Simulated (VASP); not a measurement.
# BaS (P1) in VASP: single point with PBE

Aim: the single point of BaS with PBE.

Everything below comes from runs of VASP 6.6.1. Logs are shortened: lines on timing, memory, paths and dates and some standing lists are left out, and cuts for length are marked.

## (1) The cell of the first run

The typed cell holds 4 atoms: a = 5.426 Å, b = 5.426 Å, c = 6.436 Å, α = 90.00°, β = 90.00°, γ = 120.00°.

## (2) Single point, PBE

Contents of INCAR:

```
SYSTEM = BaS
ALGO = Normal
EDIFF = 1E-7
ENCUT = 520
GGA = PE
ISIF = 2
ISMEAR = -1
LASPH = .True.
LCHARG = .False.
LREAL = .False.
LWAVE = .False.
NBANDS = 24
NELM = 80
PREC = Accurate
SIGMA = 0.026
```

Contents of KPOINTS:

```
k-points
0
Gamma
  6 6 2
  0 0 0
```

Contents of POSCAR:

```
BaS
1.0
    5.4260950000      0.0000000000      0.0000000000
   -2.7130470000      4.6991360000      0.0000000000
    0.0000000000      0.0000000000      6.4357940000
Ba S
2 2
Direct
    0.3300005619      0.6680534464     -0.0541122043
    0.6740942399      0.3412669904      0.4257561693
    0.3583887698      0.6816776531      0.4363777026
    0.6761700194      0.3444635354      0.9403175428
```

Potentials or basis: VASP PAW PBE potentials, release 64 (Ba_sv, S).

Launch:

```bash
$ cat potpaw_PBE.64/Ba_sv/POTCAR potpaw_PBE.64/S/POTCAR > POTCAR
$ mpirun -np 1 vasp_std > vasp.out
```

OUTCAR:

```text
SYSTEM = BaS
   EDIFF = 1E-7
   ENCUT = 520
   GGA = PE
   ISIF = 2
   ISMEAR = -1
   LASPH = .True.
   LREAL = .False.
   NELM = 80
   PREC = Accurate

 ion  position               nearest neighbor table
   1  0.330  0.668  0.946-   4 3.07   4 3.15   3 3.16   4 3.18   3 3.28   2 4.36   2 4.41   2 4.42
                             2 4.55   2 4.60   2 4.61
   2  0.674  0.341  0.426-   3 3.08   3 3.10   4 3.12   3 3.22   4 3.31   1 4.36   1 4.41   1 4.42
                             1 4.55   1 4.60   1 4.61
   3  0.358  0.682  0.436-   2 3.08   2 3.10   1 3.16   2 3.22   1 3.28
   4  0.676  0.344  0.940-   1 3.07   2 3.12   1 3.15   1 3.18   2 3.31

  LATTYP: Found a hexagonal cell.
 ALAT       =     5.4260950000
 C/A-ratio  =     1.1860820719

  Lattice vectors:

 A1 = (   5.4260950000,   0.0000000000,   0.0000000000)
 A2 = (  -2.7130470000,   4.6991360000,   0.0000000000)
 A3 = (   0.0000000000,   0.0000000000,   6.4357940000)

Analysis of symmetry for initial positions (statically):
=====================================================================
 Subroutine PRICEL returns:
 Original cell was already a primitive cell.

 Routine SETGRP: Setting up the symmetry group for a
 hexagonal supercell.

 Subroutine GETGRP returns: Found  1 space group operations
 (whereof  1 operations were pure point group operations)
 out of a pool of 24 trial point group operations.

The static configuration has the point symmetry C_1 .

Analysis of symmetry for dynamics (positions and initial velocities):
=====================================================================
 Subroutine PRICEL returns:
 Original cell was already a primitive cell.

 Routine SETGRP: Setting up the symmetry group for a
 hexagonal supercell.

 Subroutine GETGRP returns: Found  1 space group operations
 (whereof  1 operations were pure point group operations)
 out of a pool of 24 trial point group operations.

The dynamic configuration has the point symmetry C_1 .

 Subroutine INISYM returns: Found  1 space group operations
 (whereof  1 operations are pure point group operations),
 and found     1 'primitive' translations

----------------------------------------------------------------------------------------

                                     Primitive cell

  volume of cell :     164.0996

  direct lattice vectors                    reciprocal lattice vectors
     5.426095000  0.000000000  0.000000000     0.184294599  0.106402519  0.000000000
    -2.713047000  4.699136000  0.000000000     0.000000000  0.212805077  0.000000000
     0.000000000  0.000000000  6.435794000     0.000000000  0.000000000  0.155380983

  length of vectors
[... 85 lines left out ...]
   NELM   =     80;   NELMIN=  2; NELMDL= -5     # of ELM steps
   EDIFF  = 0.1E-06   stopping-criterion for ELM
   LREAL  =      F    real-space projection
   EDIFFG = 0.1E-05   stopping-criterion for IOM
   NSW    =      0    number of steps for IOM
   IBRION =     -1    ionic relax: 0-MD 1-quasi-New 2-CG
   NFREE  =      0    steps in history (QN), initial steepest desc. (CG)
   ISIF   =      2    stress and relaxation
   ISYM   =      2    0-nonsym 1-usesym 2-fastsym
   POTIM  = 0.5000    time-step for ionic-motion
   TEBEG  =    0.0;   TEEND  =   0.0 temperature during run
   PSTRESS=    0.0 pullay stress
   NELECT =      32.0000    total number of electrons
   NUPDOWN=      -1.0000    fix difference up-down
   EMIN   =  10.00;   EMAX   =-10.00  energy-range for DOS
   EFERMI =   0.00;   METHOD = LEGACY
   ISMEAR =    -1;   SIGMA  =   0.03  broadening in eV -4-tet -1-fermi 0-gaus
   EFERMI_NEDOS =   21; number of points for ismear=-14 and -15
   IALGO  =     38    algorithm
   IMIX   =      4    mixing-type and parameters
     AMIX     =   0.40;   BMIX     =  1.00
     AMIX_MAG =   1.60;   BMIX_MAG =  1.00
  volume/ion in A,a.u.               =      41.02       276.85
  Fermi-wavevector in a.u.,A,eV,Ry     =   0.949341  1.793995 12.262232  0.901249
  Thomas-Fermi vector in A             =   2.077615
   LORBIT       =      0    0 simple, 1 ext, 2 COOP (PROOUT), +10 PAW based schemes
   GGA     = PE    functional components
   LHFCALC =     F    Hartree Fock is set to
   AEXX    =    0.0000 exact exchange contribution
   IVDW    =     0    specifies the selected vdW correction
   LEPSILON=     F    determine dielectric tensor
   LRPA    =     F    only Hartree local field effects (RPA)
 non-spin polarized calculation
  energy-cutoff  :      520.00
  volume of cell :      164.10
 maximum number of plane-waves:      4464
   NGX = 21   NGY = 21   NGZ = 23

 number of electron      31.9999998 magnetization

 Free energy of the ion-electron system (eV)
  ---------------------------------------------------
  ext. energy  EPLUGINS =         0.00000000
  ---------------------------------------------------
  free energy    TOTEN  =       -19.86889943 eV

  energy without entropy =      -19.86889943  energy(sigma->0) =      -19.86889943

 E-fermi :   0.9401     XC(G=0):  -7.4319

 val. band max:        0.3595230048   @ k =   0.0000   0.0000   0.0000
 cond. band min:       2.8656134708   @ k =   0.3333   0.3333   0.0000
 fundamental gap:      2.5060904660
 Fermi energy:         0.9401302794

 k-point     1 :       0.0000    0.0000    0.0000
  band No.  band energies     occupation
      1     -25.9957      2.00000
      2     -25.9473      2.00000
      3     -11.4390      2.00000
      4     -11.3041      2.00000
      5     -11.2869      2.00000
      6     -11.1494      2.00000
[... 637 lines left out ...]
     23       6.2117      0.00000
     24       6.4331      0.00000

 [... further k-points ...]
[... 5 lines left out ...]
  --------------------------------------------------------------------------------------
  -------------------------------------------------------------------------------------
  Total       -0.2181430     -0.3677855      0.4964033     -0.0632719     -0.0066455     -0.0091235
  in kB       -2.1298269     -3.5908529      4.8466062     -0.6177513     -0.0648828     -0.0890764
  external PRESSURE =      -0.2913579 kB  Pullay stress =       0.0000000 kB

 VOLUME and BASIS-vectors are now :
 -----------------------------------------------------------------------------
  energy-cutoff  :      520.00
  volume of cell :      164.10
      direct lattice vectors                 reciprocal lattice vectors
     5.426095000  0.000000000  0.000000000     0.184294599  0.106402519  0.000000000
    -2.713047000  4.699136000  0.000000000     0.000000000  0.212805077  0.000000000
     0.000000000  0.000000000  6.435794000     0.000000000  0.000000000  0.155380983

 POSITION                                       TOTAL-FORCE (eV/Angst)
 -----------------------------------------------------------------------------------
     -0.02185      3.13927      6.08754         0.155055      0.137725     -0.285185
      2.73183      1.60366      2.74008         0.151322      0.052486      0.350109
      0.09523      3.20330      2.80844        -0.198856     -0.077827      0.057836
      2.73442      1.61868      6.05169        -0.107522     -0.112385     -0.122760
 -----------------------------------------------------------------------------------
    total drift:                                0.000123     -0.000115     -0.000101

  FREE ENERGIE OF THE ION-ELECTRON SYSTEM (eV)
  ---------------------------------------------------
  free  energy   TOTEN  =       -19.8688994326 eV

  energy  without entropy=      -19.8688994326  energy(sigma->0) =      -19.86889943
```

OSZICAR:

```text
N       E                     dE             d eps       ncg     rms          rms(c)
DAV:   1     0.225658369121E+03    0.22566E+03   -0.13055E+04  1920   0.111E+03
DAV:   2    -0.176985116361E+01   -0.22743E+03   -0.21336E+03  2592   0.219E+02
DAV:   3    -0.208075636591E+02   -0.19038E+02   -0.18909E+02  2720   0.698E+01
DAV:   4    -0.215681861587E+02   -0.76062E+00   -0.76005E+00  3048   0.121E+01
DAV:   5    -0.215790217861E+02   -0.10836E-01   -0.10835E-01  2488   0.150E+00    0.680E+00
DAV:   6    -0.199212997299E+02    0.16577E+01   -0.35027E+00  2320   0.728E+00    0.464E+00
DAV:   7    -0.198405870037E+02    0.80713E-01   -0.99979E-01  2744   0.364E+00    0.326E+00
DAV:   8    -0.198419895620E+02   -0.14026E-02   -0.65676E-02  2384   0.125E+00    0.153E+00
DAV:   9    -0.198583290750E+02   -0.16340E-01   -0.34152E-02  2352   0.108E+00    0.376E-01
DAV:  10    -0.198643170984E+02   -0.59880E-02   -0.30900E-03  2656   0.247E-01    0.136E-01
DAV:  11    -0.198685526375E+02   -0.42355E-02   -0.51198E-03  2016   0.314E-01    0.521E-02
DAV:  12    -0.198688057168E+02   -0.25308E-03   -0.62559E-04  2552   0.879E-02    0.328E-02
DAV:  13    -0.198688893160E+02   -0.83599E-04   -0.10238E-04  2184   0.460E-02    0.233E-02
DAV:  14    -0.198688987094E+02   -0.93934E-05   -0.12376E-05  2480   0.142E-02    0.862E-03
DAV:  15    -0.198688993077E+02   -0.59835E-06   -0.17464E-06  2360   0.576E-03    0.398E-03
DAV:  16    -0.198688994389E+02   -0.13114E-06   -0.25820E-07  2184   0.234E-03    0.467E-04
DAV:  17    -0.198688994326E+02    0.62128E-08   -0.15515E-08  1800   0.639E-04
   1 F= -.19868899E+02 E0= -.19868899E+02  d E =-.479250E-11
```

Run time: 83 s. Hardware: 1 thread of Intel Xeon 6975P-C (Granite Rapids), shared host; peak memory 0.34 GiB.

What came out:

```
Free energy            : -19.8689 eV
Pressure               : 0.0 GPa
Largest force          : 0.385 eV/Å
Band gap on the k mesh : 2.51 eV (least direct gap 2.65 eV)
```

Forces on the atoms (eV/Å):
```
Ba   0.155  0.138 -0.285
Ba   0.151  0.052  0.350
S   -0.199 -0.078  0.058
S   -0.108 -0.112 -0.123
```

Caveat: the k points lie up to 0.49 Å⁻¹ apart; the atoms stand as in a frame of molecular dynamics; the structure was generated, so it needn't be the stable form of BaS; spin-orbit coupling is left out, which moves the levels of the heavy elements. A k mesh can miss the band edges.
